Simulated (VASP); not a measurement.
# Sn (Immm) in VASP: a series of runs

The runs below take Sn through single point, with r2SCAN.

Program: VASP 6.6.1. These are calculated values, not measurements. Logs are shortened: lines on timing, memory, paths and dates and some standing lists are left out, and cuts for length are marked.

**1. The cell of the first run**

The typed cell holds 1 atom: a = 3.240 Å, b = 3.240 Å, c = 3.240 Å, α = 114.78°, β = 114.74°, γ = 99.34°.

**2. Single point, r2SCAN (25.58 Å³/atom)**

POSCAR reads:

```
Sn
1.0
   -1.7459936455      1.7468715968      2.0967164721
    1.7459936455     -1.7468715968      2.0967164721
    1.7459936455      1.7468715968     -2.0967164721
Sn
1
Direct
    0.0000000000      0.0000000000      0.0000000000
```

INCAR.step1 reads:

```
ALGO = Normal
EDIFF = 1E-4
ENCUT = 520
GGA = PE
ISMEAR = 0
LASPH = T
LCHARG = F
LREAL = F
LWAVE = T
NBANDS = 13
NELM = 80
PREC = Accurate
SIGMA = 0.1
```

INCAR.step2 reads:

```
ALGO = Normal
EDIFF = 1E-6
ENCUT = 520
ISIF = 2
ISMEAR = 0
ISTART = 1
LASPH = T
LCHARG = F
LMIXTAU = T
LREAL = F
LWAVE = F
METAGGA = R2SCAN
NBANDS = 13
NELM = 80
PREC = Accurate
SIGMA = 0.1
```

KPOINTS reads:

```
k-points
0
Gamma
  16 16 16
```

Potentials or basis: VASP PAW PBE potentials, release 64 (Sn_d).

The run is started by

```bash
$ cat potpaw_PBE.64/Sn_d/POTCAR > POTCAR
$ cp INCAR.step1 INCAR
$ mpirun -np 1 vasp_std > vasp.out
$ cp INCAR.step2 INCAR
$ mpirun -np 1 vasp_std > vasp.out
```

OUTCAR:

```text
EDIFF = 1E-6
   ENCUT = 520
   ISIF = 2
   ISMEAR = 0
   ISTART = 1
   LASPH = T
   LREAL = F
   METAGGA = R2SCAN
   NELM = 80
   PREC = Accurate

 ion  position               nearest neighbor table
   1  0.000  0.000  0.000-

  LATTYP: Found a body centered orthorhombic cell.
 ALAT       =     3.4919872910
 B/A-ratio  =     1.0005028376
 C/A-ratio  =     1.2008729113

  Lattice vectors:

 A1 = (  -1.7459936455,   1.7468715968,   2.0967164721)
 A2 = (   1.7459936455,  -1.7468715968,   2.0967164721)
 A3 = (   1.7459936455,   1.7468715968,  -2.0967164721)

Analysis of symmetry for initial positions (statically):
=====================================================================
 Subroutine PRICEL returns:
 Original cell was already a primitive cell.

 Routine SETGRP: Setting up the symmetry group for a
 body centered orthorhombic supercell.

 Subroutine GETGRP returns: Found  8 space group operations
 (whereof  8 operations were pure point group operations)
 out of a pool of  8 trial point group operations.

The static configuration has the point symmetry D_2h.

Analysis of symmetry for dynamics (positions and initial velocities):
=====================================================================
 Subroutine PRICEL returns:
 Original cell was already a primitive cell.

 Routine SETGRP: Setting up the symmetry group for a
 body centered orthorhombic supercell.

 Subroutine GETGRP returns: Found  8 space group operations
 (whereof  8 operations were pure point group operations)
 out of a pool of  8 trial point group operations.

The dynamic configuration has the point symmetry D_2h.

 Subroutine INISYM returns: Found  8 space group operations
 (whereof  8 operations are pure point group operations),
 and found     1 'primitive' translations

----------------------------------------------------------------------------------------

                                     Primitive cell

  volume of cell :      25.5802

  direct lattice vectors                    reciprocal lattice vectors
    -1.745993646  1.746871597  2.096716472     0.000000000  0.286225960  0.238468103
     1.745993646 -1.746871597  2.096716472     0.286369885  0.000000000  0.238468103
     1.745993646  1.746871597 -2.096716472     0.286369885  0.286225960  0.000000000

  length of vectors
     3.239795387  3.239795387  3.239795387     0.372548435  0.372659023  0.404886418

  position of ions in fractional coordinates (direct lattice)
     0.000000000  0.000000000  0.000000000

  ion indices of the primitive-cell ions
   primitive index   ion index
                 1           1

----------------------------------------------------------------------------------------

 KPOINTS: k-points

Automatic generation of k-mesh.
 Grid dimensions read from file:
 generate k-points for:   16   16   16

 Generating k-lattice:

  Cartesian coordinates                     Fractional coordinates (reciprocal lattice)
     0.000000000  0.017889123  0.014904256     0.062500000 -0.000000000  0.000000000
     0.017898118  0.000000000  0.014904256     0.000000000  0.062500000  0.000000000
     0.017898118  0.017889123  0.000000000     0.000000000 -0.000000000  0.062500000

  Length of vectors
     0.023284277  0.023291189  0.025305401

  Shift w.r.t. Gamma in fractional coordinates (k-lattice)
     0.000000000  0.000000000  0.000000000

 Subroutine IBZKPT returns following result:
 ===========================================

 Found    621 irreducible k-points:

 Following reciprocal coordinates:
            Coordinates               Weight
  0.000000  0.000000  0.000000      1.000000
  0.062500  0.000000  0.000000      4.000000
  0.125000  0.000000  0.000000      4.000000
  0.187500  0.000000  0.000000      4.000000
  0.250000  0.000000  0.000000      4.000000
  0.312500 -0.000000  0.000000      4.000000
[... 16 lines left out ...]
 -0.187500  0.062500  0.000000      8.000000
 -0.125000  0.062500  0.000000      8.000000
 [... further k-points ...]
   k-points           NKPTS =    621   k-points in BZ     NKDIM =    621   number of bands    NBANDS=     13
   number of dos      NEDOS =    301   number of ions     NIONS =      1
   total plane-waves  NPLWV =  13824
   dimension x,y,z NGX =    24 NGY =   24 NGZ =   24
   dimension x,y,z NGXF=    48 NGYF=   48 NGZF=   48
   ions per type =               1
   NGX,Y,Z   is equivalent  to a cutoff of  12.32, 12.32, 12.32 a.u.
   NGXF,Y,Z  is equivalent  to a cutoff of  24.63, 24.63, 24.63 a.u.
 SYSTEM =  unknown system
   PREC   = accura    normal or accurate (medium, high low for compatibility)
   ISTART =      1    job   : 0-new  1-cont  2-samecut
   ICHARG =      0    charge: 1-file 2-atom 10-const
   ISPIN  =      1    spin polarized calculation?
   LNONCOLLINEAR =      F non collinear calculations
   LSORBIT =      F    spin-orbit coupling
   LASPH  =      T    aspherical Exc in radial PAW
   ENCUT  =  520.0 eV  38.22 Ry    6.18 a.u.   6.02  6.02  6.02*2*pi/ulx,y,z
   NELM   =     80;   NELMIN=  2; NELMDL=  0     # of ELM steps
   EDIFF  = 0.1E-05   stopping-criterion for ELM
   LREAL  =      F    real-space projection
   EDIFFG = 0.1E-04   stopping-criterion for IOM
   NSW    =      0    number of steps for IOM
   IBRION =     -1    ionic relax: 0-MD 1-quasi-New 2-CG
   NFREE  =      0    steps in history (QN), initial steepest desc. (CG)
   ISIF   =      2    stress and relaxation
   ISYM   =      2    0-nonsym 1-usesym 2-fastsym
   POTIM  = 0.5000    time-step for ionic-motion
   TEBEG  =    0.0;   TEEND  =   0.0 temperature during run
   PSTRESS=    0.0 pullay stress
   NELECT =      14.0000    total number of electrons
   NUPDOWN=      -1.0000    fix difference up-down
   EMIN   =  10.00;   EMAX   =-10.00  energy-range for DOS
   EFERMI =   0.00;   METHOD = LEGACY
   ISMEAR =     0;   SIGMA  =   0.10  broadening in eV -4-tet -1-fermi 0-gaus
   EFERMI_NEDOS =   21; number of points for ismear=-14 and -15
   IALGO  =     38    algorithm
   IMIX   =      4    mixing-type and parameters
     AMIX     =   0.40;   BMIX     =  1.00
     AMIX_MAG =   1.60;   BMIX_MAG =  1.00
  volume/ion in A,a.u.               =      25.58       172.62
  Fermi-wavevector in a.u.,A,eV,Ry     =   1.339110  2.530552 24.398195  1.793217
  Thomas-Fermi vector in A             =   2.467528
   LORBIT       =      0    0 simple, 1 ext, 2 COOP (PROOUT), +10 PAW based schemes
   METAGGA = R2SCAN    functional components
   LHFCALC =     F    Hartree Fock is set to
   AEXX    =    0.0000 exact exchange contribution
   IVDW    =     0    specifies the selected vdW correction
   LEPSILON=     F    determine dielectric tensor
   LRPA    =     F    only Hartree local field effects (RPA)
 non-spin polarized calculation
 Gauss-broadening in eV      SIGMA  =   0.10
  energy-cutoff  :      520.00
  volume of cell :       25.58
 maximum number of plane-waves:       716
   NGX = 11   NGY = 11   NGZ = 11

 number of electron      14.0000002 magnetization

 Free energy of the ion-electron system (eV)
  ---------------------------------------------------
  ext. energy  EPLUGINS =         0.00000000
  ---------------------------------------------------
  free energy    TOTEN  =       -24.49134854 eV

  energy without entropy =      -24.48934027  energy(sigma->0) =      -24.49034440

 E-fermi :   8.8399     XC(G=0): -11.6027

 val. band max:        8.8290464102   @ k =   0.5000   0.5000   0.1875
 cond. band min:       8.8619913926   @ k =  -0.2500  -0.3750   0.0625
 fundamental gap:      0.0329449824
 Fermi energy:         8.8399087582

 k-point     1 :       0.0000    0.0000    0.0000
  band No.  band energies     occupation
      1     -13.5045      2.00000
      2     -13.5042      2.00000
      3     -13.4453      2.00000
      4     -13.3923      2.00000
      5     -13.3113      2.00000
      6      -3.3503      2.00000
      7      17.3962      0.00000
      8      17.8033      0.00000
      9      17.8135      0.00000
     10      20.4996      0.00000
     11      21.6365      0.00000
     12      21.6493      0.00000
     13      22.5158      0.00000

 k-point     2 :       0.0625    0.0000    0.0000
  band No.  band energies     occupation
      1     -13.5013      2.00000
      2     -13.4997      2.00000
      3     -13.4429      2.00000
      4     -13.3923      2.00000
      5     -13.3132      2.00000
      6      -3.2597      2.00000
      7      16.5780      0.00000
      8      17.5099      0.00000
      9      17.5102      0.00000
     10      20.0394      0.00000
     11      21.9280      0.00000
     12      22.2116      0.00000
     13      22.9965      0.00000

 k-point     3 :       0.1250    0.0000    0.0000
  band No.  band energies     occupation
      1     -13.4929      2.00000
      2     -13.4924      2.00000
      3     -13.4305      2.00000
      4     -13.3922      2.00000
      5     -13.3179      2.00000
      6      -2.9871      2.00000
      7      14.5309      0.00000
      8      16.8334      0.00000
      9      17.2542      0.00000
     10      19.7810      0.00000
     11      21.7003      0.00000
     12      22.1754      0.00000
     13      22.8498      0.00000

 k-point     4 :       0.1875    0.0000    0.0000
  band No.  band energies     occupation
      1     -13.4928      2.00000
      2     -13.4829      2.00000
      3     -13.4004      2.00000
      4     -13.3919      2.00000
      5     -13.3231      2.00000
      6      -2.5315      2.00000
      7      12.2949      0.00000
      8      16.0713      0.00000
      9      16.9335      0.00000
     10      19.6844      0.00000
     11      20.9041      0.00000
     12      21.4256      0.00000
     13      23.5408      0.00000

 k-point     5 :       0.2500    0.0000    0.0000
  band No.  band energies     occupation
      1     -13.4995      2.00000
      2     -13.4759      2.00000
      3     -13.3917      2.00000
      4     -13.3582      2.00000
      5     -13.3248      2.00000
      6      -1.8926      2.00000
      7      10.1151      0.00000
      8      15.3572      0.00000
      9      16.5971      0.00000
     10      19.6000      0.00000
     11      20.1942      0.00000
     12      20.9051      0.00000
     13      24.3944      0.00000
[... 257 lines left out ...]
 k-point    22 :      -0.2500    0.0625    0.0000
  band No.  band energies     occupation
      1     -13.4998      2.00000
      2     -13.4767      2.00000
      3     -13.3861      2.00000
      4     -13.3801      2.00000
      5     -13.3196      2.00000
      6      -2.0999      2.00000
      7      11.0401      0.00000
      8      15.3132      0.00000
      9      16.2245      0.00000
     10      19.3922      0.00000
     11      20.2380      0.00000
     12      21.4935      0.00000
     13      23.9924      0.00000

 k-point    23 :      -0.1875    0.0625    0.0000
  band No.  band energies     occupation
      1     -13.5023      2.00000
      2     -13.4776      2.00000
      3     -13.4172      2.00000
      4     -13.3849      2.00000
      5     -13.3186      2.00000
      6      -2.6640      2.00000
      7      13.2350      0.00000
      8      16.0253      0.00000
      9      16.6685      0.00000
     10      19.5973      0.00000
     11      20.4797      0.00000
     12      22.2371      0.00000
     13      22.9659      0.00000

 k-point    24 :      -0.1250    0.0625    0.0000
  band No.  band energies     occupation
      1     -13.5076      2.00000
      2     -13.4821      2.00000
      3     -13.4398      2.00000
      4     -13.3862      2.00000
      5     -13.3151      2.00000
      6      -3.0448      2.00000
      7      15.3912      0.00000
      8      16.6845      0.00000
      9      17.1051      0.00000
     10      19.5880      0.00000
     11      20.9866      0.00000
     12      22.4839      0.00000
     13      22.9684      0.00000

 [... further k-points ...]
[... 5 lines left out ...]
  --------------------------------------------------------------------------------------
  -------------------------------------------------------------------------------------
  Total        0.5804901      0.5766888      0.5750384     -0.0000000      0.0000000      0.0000000
  in kB       36.3581755     36.1200865     36.0167152     -0.0000000      0.0000000      0.0000000
  external PRESSURE =      36.1649924 kB  Pullay stress =       0.0000000 kB

 VOLUME and BASIS-vectors are now :
 -----------------------------------------------------------------------------
  energy-cutoff  :      520.00
  volume of cell :       25.58
      direct lattice vectors                 reciprocal lattice vectors
    -1.745993646  1.746871597  2.096716472     0.000000000  0.286225960  0.238468103
     1.745993646 -1.746871597  2.096716472     0.286369885  0.000000000  0.238468103
     1.745993646  1.746871597 -2.096716472     0.286369885  0.286225960  0.000000000

 POSITION                                       TOTAL-FORCE (eV/Angst)
 -----------------------------------------------------------------------------------
      0.00000      0.00000      0.00000         0.000000     -0.000000     -0.000000
 -----------------------------------------------------------------------------------
    total drift:                               -0.000000      0.000000      0.000000

  FREE ENERGIE OF THE ION-ELECTRON SYSTEM (eV)
  ---------------------------------------------------
  free  energy   TOTEN  =       -24.4913485356 eV

  energy  without entropy=      -24.4893402690  energy(sigma->0) =      -24.49034440
```

Run time: 4.7 min. Hardware: 1 thread of AMD EPYC 9R45 (Zen 5), shared host; peak memory 0.27 GiB.

Results:

| Quantity | Value |
| --- | --- |
| Free energy | -24.4913 eV |
| Pressure | 3.6 GPa |
| Band gap on the k mesh | zero (bands 7 and 8 overlap by 11.15 eV) |

Levels at points of the mesh, in eV from the Fermi level:
| k point | band 5 | band 6 | band 7 | band 8 | band 9 | band 10 |
| --- | --- | --- | --- | --- | --- | --- |
| (0.00, 0.00, 0.00) | -22.15 | -12.19 | 8.56 | 8.96 | 8.97 | 11.66 |
| (0.50, 0.00, 0.00) | -22.08 | -7.09 | -5.22 | 5.08 | 7.02 | 10.05 |
| (0.00, 0.50, 0.00) | -22.08 | -7.08 | -5.22 | 5.07 | 7.01 | 10.04 |
| (0.50, 0.50, 0.00) | -22.05 | -5.80 | -4.67 | 2.67 | 3.87 | 6.99 |
| (0.50, 0.50, 0.50) | -22.07 | -3.03 | -2.90 | 0.74 | 0.75 | 4.56 |

Caveat: the cell stands under pressure; the PAW data sets were made with another functional, which shifts forces and pressure a little; spin-orbit coupling is left out, which moves the levels of the heavy elements.

**3. Single point, r2SCAN (26.40 Å³/atom)**

This run uses another cell than the first one, of 26.40 Å³/atom.

POSCAR reads:

```
Sn
1.0
   -1.7491815770      1.7497193168      2.1561747156
    1.7491815770     -1.7497193168      2.1561747156
    1.7491815770      1.7497193168     -2.1561747156
Sn
1
Direct
    0.0000000000      0.0000000000      0.0000000000
```

INCAR.step1 reads:

```
SYSTEM = Sn
ALGO = Normal
EDIFF = 1E-4
ENCUT = 520
GGA = PE
ISMEAR = 0
LASPH = .TRUE.
LCHARG = .FALSE.
LREAL = .FALSE.
LWAVE = .TRUE.
NBANDS = 13
NELM = 100
PREC = Accurate
SIGMA = 0.1
```

INCAR.step2 reads:

```
SYSTEM = Sn
ALGO = Normal
EDIFF = 1E-7
ENCUT = 520
ISIF = 2
ISMEAR = 0
ISTART = 1
LASPH = .TRUE.
LCHARG = .TRUE.
LELF = .TRUE.
LMIXTAU = .TRUE.
LREAL = .FALSE.
LVHAR = .TRUE.
LWAVE = .FALSE.
METAGGA = R2SCAN
NBANDS = 13
NELM = 100
PREC = Accurate
SIGMA = 0.1
```

KPOINTS reads:

```
k-points
0
G
  16 16 16
  0 0 0
```

Potentials or basis: VASP PAW PBE potentials, release 64 (Sn_d).

The run is started by

```bash
$ cat potpaw_PBE.64/Sn_d/POTCAR > POTCAR
$ cp INCAR.step1 INCAR
$ mpirun -np 1 vasp_std > vasp.out
$ cp INCAR.step2 INCAR
$ mpirun -np 1 vasp_std > vasp.out
```

Run time: 5.9 min. Hardware: 1 thread of AMD EPYC 9R45 (Zen 5), shared host; peak memory 0.28 GiB.

Results (log left out):

| Quantity | Value |
| --- | --- |
| Free energy | -24.5047 eV |
| Pressure | 1.6 GPa |
| Band gap on the k mesh | zero (bands 7 and 8 overlap by 10.73 eV) |

Stress tensor (GPa, compression positive):
```
1.71 0.00 0.00
0.00 1.69 0.00
0.00 0.00 1.56
```

Levels at points of the mesh, in eV from the Fermi level:
| k point | band 5 | band 6 | band 7 | band 8 | band 9 | band 10 |
| --- | --- | --- | --- | --- | --- | --- |
| (0.00, 0.00, 0.00) | -22.11 | -11.91 | 8.31 | 8.65 | 8.66 | 11.56 |
| (0.50, 0.00, 0.00) | -22.05 | -7.03 | -5.02 | 5.15 | 6.93 | 10.05 |
| (0.00, 0.50, 0.00) | -22.05 | -7.02 | -5.01 | 5.15 | 6.93 | 10.05 |
| (0.50, 0.50, 0.00) | -22.02 | -5.63 | -4.41 | 2.53 | 3.56 | 6.77 |
| (0.50, 0.50, 0.50) | -22.03 | -3.39 | -3.00 | 0.99 | 1.00 | 4.76 |

Caveat: the PAW data sets were made with another functional, which shifts forces and pressure a little; spin-orbit coupling is left out, which moves the levels of the heavy elements.

**4. Single point, r2SCAN**

This run uses another cell than the first one, of 27.21 Å³/atom.

POSCAR reads:

```
Sn
1.0
   -1.7670316015      1.7675748288      2.1781780182
    1.7670316015     -1.7675748288      2.1781780182
    1.7670316015      1.7675748288     -2.1781780182
Sn
1
Direct
    0.0000000000      0.0000000000      0.0000000000
```

INCAR.step1 reads:

```
SYSTEM = Sn
PREC = Accurate
ENCUT = 520
ISMEAR = 0
SIGMA = 0.1
LREAL = .FALSE.
LASPH = .TRUE.
NELM = 80
NBANDS = 13
GGA = PE
ALGO = Normal
EDIFF = 1E-4
LWAVE = .TRUE.
LCHARG = .FALSE.
```

INCAR.step2 reads:

```
SYSTEM = Sn
PREC = Accurate
ENCUT = 520
EDIFF = 1E-6
ISMEAR = 0
SIGMA = 0.1
LREAL = .FALSE.
LASPH = .TRUE.
NELM = 80
ALGO = Normal
ISIF = 2
LWAVE = .FALSE.
LCHARG = .TRUE.
METAGGA = R2SCAN
LMIXTAU = .TRUE.
LELF = .TRUE.
LVHAR = .TRUE.
NBANDS = 13
ISTART = 1
```

KPOINTS reads:

```
Automatic mesh
0
G
  16 16 16
  0 0 0
```

The run is started by

```bash
$ cat potpaw_PBE.64/Sn_d/POTCAR > POTCAR
$ cp INCAR.step1 INCAR
$ mpirun -np 1 vasp_std > vasp.out
$ cp INCAR.step2 INCAR
$ mpirun -np 1 vasp_std > vasp.out
```

Run time: 8.6 min. Hardware: 1 thread of AMD EPYC 9R45 (Zen 5), shared host; peak memory 0.3 GiB.

The run converged. Its results:

| Property | Result |
| --- | --- |
| Free energy | -24.5092 eV |
| Pressure | 0.0 GPa |
| Band gap on the k mesh | zero (bands 7 and 8 overlap by 10.38 eV) |

Levels at points of the mesh, in eV from the Fermi level:
| k point | band 4 | band 5 | band 6 | band 7 | band 8 | band 9 | band 10 | band 11 |
| --- | --- | --- | --- | --- | --- | --- | --- | --- |
| (0.00, 0.00, 0.00) | -22.18 | -22.11 | -11.67 | 8.04 | 8.36 | 8.37 | 11.53 | 12.36 |
| (0.50, 0.00, 0.00) | -22.09 | -22.05 | -6.98 | -4.84 | 5.00 | 6.75 | 9.83 | 10.05 |
| (0.00, 0.50, 0.00) | -22.09 | -22.05 | -6.98 | -4.84 | 4.99 | 6.75 | 9.83 | 10.05 |
| (0.50, 0.50, 0.00) | -22.08 | -22.02 | -5.65 | -4.26 | 2.47 | 3.49 | 6.71 | 6.84 |
| (0.50, 0.50, 0.50) | -22.04 | -22.04 | -3.51 | -2.90 | 0.98 | 0.99 | 4.72 | 5.16 |

Caveat: the PAW data sets were made with another functional, which shifts forces and pressure a little; spin-orbit coupling is left out, which moves the levels of the heavy elements.

**5. Overview**

```tsv
cell	gap on the mesh (eV)	pressure (GPa)
a = 3.240 Å, angles 114.8, 114.7, 99.3°, 1 atom	none	3.6
a = 3.282 Å, angles 115.6, 115.6, 97.9°, 1 atom	none	1.6
a = 3.315 Å, angles 115.6, 115.6, 97.9°, 1 atom	none	0.0
```

Alike in all rows: task single point; level r2SCAN; potentials or basis VASP PAW PBE potentials, release 64 (Sn_d); no spin polarisation; k mesh 16 × 16 × 16; cutoff (eV) 520; smearing gaussian 0.1 eV.

Caveats: the PAW data sets were made with another functional, which shifts forces and pressure a little; spin-orbit coupling is left out, which moves the levels of the heavy elements; the cell stands under pressure (at least some runs).

Total energies depend on the potentials used, so only differences within one code and one set of settings carry meaning.

The gap in the log of VASP goes by the Fermi energy; the results here count the filled bands.